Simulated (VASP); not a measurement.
# BN (P1) in VASP: single point with r2SCAN

Aim: the single point of BN with r2SCAN.

Everything below comes from runs of VASP 6.6.1. Logs are shortened: lines on timing, memory, paths and dates and some standing lists are left out, and cuts for length are marked.

### 1 The cell of the first run

The typed cell holds 12 atoms: a = 2.544 Å, b = 2.544 Å, c = 12.646 Å, α = 88.27°, β = 86.54°, γ = 60.00°.

### 2 Single point, r2SCAN (the part above a cut slid along it)

The input, POSCAR:

```
BN
1.0
   -2.5439665234      0.0000000000      0.0000000000
   -1.2719832617     -2.2031396357      0.0000000000
   -0.7631899570      0.0000000000     12.6232348039
B N
6 6
Direct
    0.6479417076      0.6666666667      0.0624165303
    0.5479417076      0.6666666667      0.3957498636
    0.4479417076      0.6666666667      0.7290831970
    0.0646083742      0.3333333333      0.8957498636
    0.2646083742      0.3333333333      0.2290831970
    0.1646083742      0.3333333333      0.5624165303
    0.3854016258      0.6666666667      0.9375501364
    0.5854016258      0.6666666667      0.2708834697
    0.4854016258      0.6666666667      0.6042168030
    0.1020682924      0.3333333333      0.7708834697
    0.3020682924      0.3333333333      0.1042168030
    0.2020682924      0.3333333333      0.4375501364
```

The input, INCAR.step1:

```
SYSTEM = BN
ALGO = Normal ; EDIFF = 1E-4
ENCUT = 520 ; GGA = PE
ISMEAR = 0 ; LASPH = .True.
LCHARG = .False. ; LREAL = .False.
LWAVE = .True. ; NBANDS = 36
NELM = 80 ; PREC = Accurate
SIGMA = 0.05
```

The input, INCAR.step2:

```
SYSTEM = BN
ALGO = Normal ; EDIFF = 1E-6
ENCUT = 520 ; ISIF = 2
ISMEAR = 0 ; ISTART = 1
LASPH = .True. ; LCHARG = .False.
LMIXTAU = .True. ; LREAL = .False.
LWAVE = .False. ; METAGGA = R2SCAN
NBANDS = 36 ; NELM = 80
PREC = Accurate ; SIGMA = 0.05
```

The input, KPOINTS:

```
k-points
0
Gamma
  10 10 2
  0 0 0
```

Potentials or basis: VASP PAW PBE potentials, release 64 (B, N).

On the command line:

```console
$ cat potpaw_PBE.64/B/POTCAR potpaw_PBE.64/N/POTCAR > POTCAR
$ cp INCAR.step1 INCAR
$ mpirun -np 1 vasp_std > vasp.out
$ cp INCAR.step2 INCAR
$ mpirun -np 1 vasp_std > vasp.out
```

OUTCAR:

```text
SYSTEM = BN
   EDIFF = 1E-6
   ENCUT = 520
   ISIF = 2
   ISMEAR = 0
   ISTART = 1
   LASPH = .True.
   LREAL = .False.
   METAGGA = R2SCAN
   NELM = 80
   PREC = Accurate

 ion  position               nearest neighbor table
   1  0.648  0.667  0.062-  11 1.56  11 1.56  11 1.56   7 1.75
   2  0.548  0.667  0.396-  12 1.56  12 1.56  12 1.56   8 1.58
   3  0.448  0.667  0.729-  10 1.56  10 1.56  10 1.56   9 1.58
   4  0.065  0.333  0.896-   7 1.56   7 1.56   7 1.56  10 1.58
   5  0.265  0.333  0.229-   8 1.56   8 1.56   8 1.56  11 1.58
   6  0.165  0.333  0.562-   9 1.56   9 1.56   9 1.56  12 1.58
   7  0.385  0.667  0.938-   4 1.56   4 1.56   4 1.56   1 1.75
   8  0.585  0.667  0.271-   5 1.56   5 1.56   5 1.56   2 1.58
   9  0.485  0.667  0.604-   6 1.56   6 1.56   6 1.56   3 1.58
  10  0.102  0.333  0.771-   3 1.56   3 1.56   3 1.56   4 1.58
  11  0.302  0.333  0.104-   1 1.56   1 1.56   1 1.56   5 1.58
  12  0.202  0.333  0.438-   2 1.56   2 1.56   2 1.56   6 1.58

  LATTYP: Found a base centered monoclinic cell.
 ALAT       =     2.5439665234
 B/A-ratio  =     1.7320508076
 C/A-ratio  =     4.9710892610
 COS(beta)  =    -0.0603489465

  Lattice vectors:

 A1 = (   1.2719832617,  -2.2031396357,   0.0000000000)
 A2 = (   1.2719832617,   2.2031396357,   0.0000000000)
 A3 = (  -0.7631899570,   0.0000000000,  12.6232348039)

Analysis of symmetry for initial positions (statically):
=====================================================================
 Subroutine PRICEL returns:
 Original cell was already a primitive cell.

 Routine SETGRP: Setting up the symmetry group for a
 base centered monoclinic supercell.

 Subroutine GETGRP returns: Found  1 space group operations
 (whereof  1 operations were pure point group operations)
 out of a pool of  4 trial point group operations.

The static configuration has the point symmetry C_1 .

Analysis of symmetry for dynamics (positions and initial velocities):
=====================================================================
 Subroutine PRICEL returns:
 Original cell was already a primitive cell.

 Routine SETGRP: Setting up the symmetry group for a
 base centered monoclinic supercell.

 Subroutine GETGRP returns: Found  1 space group operations
 (whereof  1 operations were pure point group operations)
 out of a pool of  4 trial point group operations.

The dynamic configuration has the point symmetry C_1 .

 Subroutine INISYM returns: Found  1 space group operations
 (whereof  1 operations are pure point group operations),
 and found     1 'primitive' translations

----------------------------------------------------------------------------------------

                                     Primitive cell

  volume of cell :      70.7496

  direct lattice vectors                    reciprocal lattice vectors
    -2.543966523  0.000000000  0.000000000    -0.393086934  0.226948847 -0.023765699
    -1.271983262 -2.203139636  0.000000000     0.000000000 -0.453897694  0.000000000
    -0.763189957  0.000000000 12.623234804     0.000000000  0.000000000  0.079218997

  length of vectors
     2.543966523  2.543966523 12.646284665     0.454519444  0.453897694  0.079218997

  position of ions in fractional coordinates (direct lattice)
     0.647941708  0.666666667  0.062416530
     0.547941708  0.666666667  0.395749864
     0.447941708  0.666666667  0.729083197
     0.064608374  0.333333333  0.895749864
     0.264608374  0.333333333  0.229083197
     0.164608374  0.333333333  0.562416530
     0.385401626  0.666666667  0.937550136
     0.585401626  0.666666667  0.270883470
     0.485401626  0.666666667  0.604216803
     0.102068292  0.333333333  0.770883470
     0.302068292  0.333333333  0.104216803
     0.202068292  0.333333333  0.437550136

  ion indices of the primitive-cell ions
   primitive index   ion index
                 1           1
                 2           2
                 3           3
                 4           4
                 5           5
                 6           6
                 7           7
                 8           8
                 9           9
                10          10
                11          11
                12          12

----------------------------------------------------------------------------------------

 KPOINTS: k-points

Automatic generation of k-mesh.
 Grid dimensions read from file:
 generate k-points for:   10   10    2

 Generating k-lattice:

  Cartesian coordinates                     Fractional coordinates (reciprocal lattice)
    -0.039308693  0.022694885 -0.002376570     0.100000000 -0.000000000  0.000000000
     0.000000000 -0.045389769  0.000000000     0.000000000  0.100000000  0.000000000
     0.000000000  0.000000000  0.039609498     0.000000000  0.000000000  0.500000000

  Length of vectors
     0.045451944  0.045389769  0.039609498

  Shift w.r.t. Gamma in fractional coordinates (k-lattice)
     0.000000000  0.000000000  0.000000000

 Subroutine IBZKPT returns following result:
 ===========================================

 Found    104 irreducible k-points:

 Following reciprocal coordinates:
            Coordinates               Weight
  0.000000  0.000000  0.000000      1.000000
  0.100000  0.000000  0.000000      2.000000
 -0.100000 -0.100000  0.000000      2.000000
  0.200000  0.000000  0.000000      2.000000
 -0.200000 -0.200000  0.000000      2.000000
  0.300000  0.000000  0.000000      2.000000
[... 16 lines left out ...]
  0.300000  0.400000  0.000000      2.000000
 -0.200000  0.100000  0.000000      2.000000
 [... further k-points ...]
   k-points           NKPTS =    104   k-points in BZ     NKDIM =    104   number of bands    NBANDS=     36
   number of dos      NEDOS =    301   number of ions     NIONS =     12
   total plane-waves  NPLWV =  38400
   dimension x,y,z NGX =    20 NGY =   20 NGZ =   96
   dimension x,y,z NGXF=    40 NGYF=   40 NGZF=  192
   ions per type =               6   6
   NGX,Y,Z   is equivalent  to a cutoff of  13.07, 13.07, 12.62 a.u.
   NGXF,Y,Z  is equivalent  to a cutoff of  26.14, 26.14, 25.24 a.u.
 SYSTEM =  BN
   PREC   = accura    normal or accurate (medium, high low for compatibility)
   ISTART =      1    job   : 0-new  1-cont  2-samecut
   ICHARG =      0    charge: 1-file 2-atom 10-const
   ISPIN  =      1    spin polarized calculation?
   LNONCOLLINEAR =      F non collinear calculations
   LSORBIT =      F    spin-orbit coupling
   LASPH  =      T    aspherical Exc in radial PAW
   ENCUT  =  520.0 eV  38.22 Ry    6.18 a.u.   4.73  4.73 23.51*2*pi/ulx,y,z
   NELM   =     80;   NELMIN=  2; NELMDL=  0     # of ELM steps
   EDIFF  = 0.1E-05   stopping-criterion for ELM
   LREAL  =      F    real-space projection
   EDIFFG = 0.1E-04   stopping-criterion for IOM
   NSW    =      0    number of steps for IOM
   IBRION =     -1    ionic relax: 0-MD 1-quasi-New 2-CG
   NFREE  =      0    steps in history (QN), initial steepest desc. (CG)
   ISIF   =      2    stress and relaxation
   ISYM   =      2    0-nonsym 1-usesym 2-fastsym
   POTIM  = 0.5000    time-step for ionic-motion
   TEBEG  =    0.0;   TEEND  =   0.0 temperature during run
   PSTRESS=    0.0 pullay stress
   NELECT =      48.0000    total number of electrons
   NUPDOWN=      -1.0000    fix difference up-down
   EMIN   =  10.00;   EMAX   =-10.00  energy-range for DOS
   EFERMI =   0.00;   METHOD = LEGACY
   ISMEAR =     0;   SIGMA  =   0.05  broadening in eV -4-tet -1-fermi 0-gaus
   EFERMI_NEDOS =   21; number of points for ismear=-14 and -15
   IALGO  =     38    algorithm
   IMIX   =      4    mixing-type and parameters
     AMIX     =   0.40;   BMIX     =  1.00
     AMIX_MAG =   1.60;   BMIX_MAG =  1.00
  volume/ion in A,a.u.               =       5.90        39.79
  Fermi-wavevector in a.u.,A,eV,Ry     =   1.438513  2.718396 28.154815  2.069321
  Thomas-Fermi vector in A             =   2.557472
   LORBIT       =      0    0 simple, 1 ext, 2 COOP (PROOUT), +10 PAW based schemes
   METAGGA = R2SCAN    functional components
   LHFCALC =     F    Hartree Fock is set to
   AEXX    =    0.0000 exact exchange contribution
   IVDW    =     0    specifies the selected vdW correction
   LEPSILON=     F    determine dielectric tensor
   LRPA    =     F    only Hartree local field effects (RPA)
 non-spin polarized calculation
 Gauss-broadening in eV      SIGMA  =   0.05
  energy-cutoff  :      520.00
  volume of cell :       70.75
 maximum number of plane-waves:      1921
   NGX =  9   NGY =  9   NGZ = 47

 number of electron      47.9999994 magnetization

 Free energy of the ion-electron system (eV)
  ---------------------------------------------------
  ext. energy  EPLUGINS =         0.00000000
  ---------------------------------------------------
  free energy    TOTEN  =      -113.16855444 eV

  energy without entropy =     -113.16855444  energy(sigma->0) =     -113.16855444

 E-fermi :   8.0096     XC(G=0): -13.6629

 val. band max:        7.7221800268   @ k =   0.0000   0.0000   0.0000
 cond. band min:      12.0789585962   @ k =   0.5000  -0.0000   0.0000
 fundamental gap:      4.3567785695
 Fermi energy:         8.0096037416

 k-point     1 :       0.0000    0.0000    0.0000
  band No.  band energies     occupation
      1     -14.0854      2.00000
      2     -13.4036      2.00000
      3     -13.2670      2.00000
      4     -11.5150      2.00000
      5     -11.3732      2.00000
      6      -9.7448      2.00000
[... 28 lines left out ...]
     35      17.8536      0.00000
     36      18.2132      0.00000

 k-point     2 :       0.1000    0.0000    0.0000
  band No.  band energies     occupation
      1     -13.8605      2.00000
      2     -13.1936      2.00000
      3     -13.0343      2.00000
      4     -11.3393      2.00000
      5     -11.1417      2.00000
      6      -9.5706      2.00000
[... 28 lines left out ...]
     35      18.4033      0.00000
     36      18.5807      0.00000

 k-point     3 :      -0.1000   -0.1000    0.0000
  band No.  band energies     occupation
      1     -13.8593      2.00000
      2     -13.1938      2.00000
      3     -13.0326      2.00000
      4     -11.3428      2.00000
      5     -11.1390      2.00000
      6      -9.5734      2.00000
[... 28 lines left out ...]
     35      18.4867      0.00000
     36      18.5693      0.00000
[... 742 lines left out ...]
 k-point    23 :       0.3000    0.4000    0.0000
  band No.  band energies     occupation
      1     -11.3398      2.00000
      2     -10.8280      2.00000
      3     -10.5309      2.00000
      4      -9.4340      2.00000
      5      -8.9994      2.00000
      6      -8.1444      2.00000
[... 28 lines left out ...]
     35      19.7329      0.00000
     36      20.3011      0.00000

 k-point    24 :      -0.2000    0.1000    0.0000
  band No.  band energies     occupation
      1     -12.5598      2.00000
      2     -11.9446      2.00000
      3     -11.7392      2.00000
      4     -10.2468      2.00000
      5      -9.9669      2.00000
      6      -8.6502      2.00000
[... 28 lines left out ...]
     35      19.4877      0.00000
     36      19.6432      0.00000

 [... further k-points ...]

------------------------ aborting loop because EDIFF is reached ----------------------------------------

  FORCE on cell =-STRESS in cart. coord.  units (eV):
  Direction    XX          YY          ZZ          XY          YZ          ZX
  --------------------------------------------------------------------------------------
  -------------------------------------------------------------------------------------
  Total       -2.4328619      0.9954655      3.3514455      0.8270120      1.6568831      6.9086785
  in kB      -55.0939566     22.5430514     75.8959612     18.7282977     37.5213440    156.4521328
  external PRESSURE =      14.4483520 kB  Pullay stress =       0.0000000 kB

 VOLUME and BASIS-vectors are now :
 -----------------------------------------------------------------------------
  energy-cutoff  :      520.00
  volume of cell :       70.75
      direct lattice vectors                 reciprocal lattice vectors
    -2.543966523  0.000000000  0.000000000    -0.393086934  0.226948847 -0.023765699
    -1.271983262 -2.203139636  0.000000000     0.000000000 -0.453897694  0.000000000
    -0.763189957  0.000000000 12.623234804     0.000000000  0.000000000  0.079218997

 POSITION                                       TOTAL-FORCE (eV/Angst)
 -----------------------------------------------------------------------------------
     -2.54397     -1.46876      0.78790         3.045985     -0.140309      0.414262
     -2.54397     -1.46876      4.99564         0.002153      0.009957      0.127760
     -2.54397     -1.46876      9.20339        -0.030526     -0.004538      0.134634
     -1.27198     -0.73438     11.30726        -0.104207      0.426987     -0.060666
     -1.27198     -0.73438      2.89177         0.181932      0.150498      0.238345
     -1.27198     -0.73438      7.09952        -0.001500     -0.000130      0.124442
     -2.54397     -1.46876     11.83492        -3.320144     -1.015976     -0.792112
     -2.54397     -1.46876      3.41943         0.010648      0.025102     -0.112771
     -2.54397     -1.46876      7.62717        -0.002967     -0.000545     -0.129694
     -1.27198     -0.73438      9.73104        -0.178835     -0.050278     -0.270819
     -1.27198     -0.73438      1.31555         0.396278      0.598592      0.451007
     -1.27198     -0.73438      5.52330         0.001185      0.000640     -0.124388
 -----------------------------------------------------------------------------------
    total drift:                               -0.000467      0.000005      0.005549

  FREE ENERGIE OF THE ION-ELECTRON SYSTEM (eV)
  ---------------------------------------------------
  free  energy   TOTEN  =      -113.1685544359 eV

  energy  without entropy=     -113.1685544359  energy(sigma->0) =     -113.16855444
```

It took 20 min on 1 thread of Oxide Virtual Turin-like, shared host; peak memory 0.28 GiB.

Results:

```yaml
Free_energy: -113.1686 eV
Pressure: 1.4 GPa
Largest_force: 3.561 eV/Å
Band_gap_on_the_k_mesh: 4.36 eV (least direct gap 6.17 eV)
```

Forces in eV/Å, atoms in the order of the input:
```
B    3.046 -0.140  0.414
B    0.002  0.010  0.128
B   -0.031 -0.005  0.135
B   -0.104  0.427 -0.061
B    0.182  0.150  0.238
B   -0.002  0.000  0.124
N   -3.320 -1.016 -0.792
N    0.011  0.025 -0.113
N   -0.003 -0.001 -0.130
N   -0.179 -0.050 -0.271
N    0.396  0.599  0.451
N    0.001  0.001 -0.124
```

Caveat: the cell differs from its parent crystal (the part above a cut slid along it); the stress differs along the axes, from -6 to 8 GPa; the PAW data sets were made with another functional, which shifts forces and pressure a little. A k mesh can miss the band edges.
